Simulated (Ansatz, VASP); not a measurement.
# Si2Mo: VASP beside Ansatz

```
Si Mo
1.0
    -1.59519    1.59519    3.91067
     1.59519   -1.59519    3.91067
     1.59519    1.59519   -3.91067
Si Mo
2 1
Cartesian
  0.0000 0.0000 5.2007
  0.0000 0.0000 2.6207
  0.0000 0.0000 0.0000
```

Alike in both runs: functional PBEsol; k mesh 18 × 18 × 18; occupations gaussian, width 0.1 eV; no spin polarisation.

Ansatz relaxed the structure, and its values are those at the end. VASP's run is a single point on that final structure, the one shown.

|  | VASP | Ansatz |
| --- | --- | --- |
| version | VASP 6.6.1 | Ansatz 0.2.0 |
| potentials or method | VASP PAW PBE potentials, release 64 (Si, Mo_sv), cutoff 520 eV | scalar-relativistic, plane waves, PAW |
| valence electrons in the cell | 22 | 22 |

```csv
,VASP,Ansatz,Ansatz less VASP
gap on the k mesh at the Fermi level (eV),none,none,-
pressure (GPa),0.3,0.0,-0.35
```

VASP's potentials were made for PBE, not for PBEsol, and Ansatz warns of the same on its side. A gap of «none» marks a metal or a gap that the smearing closes. With one functional, cell and mesh, what is left measures potentials, basis and numerics.
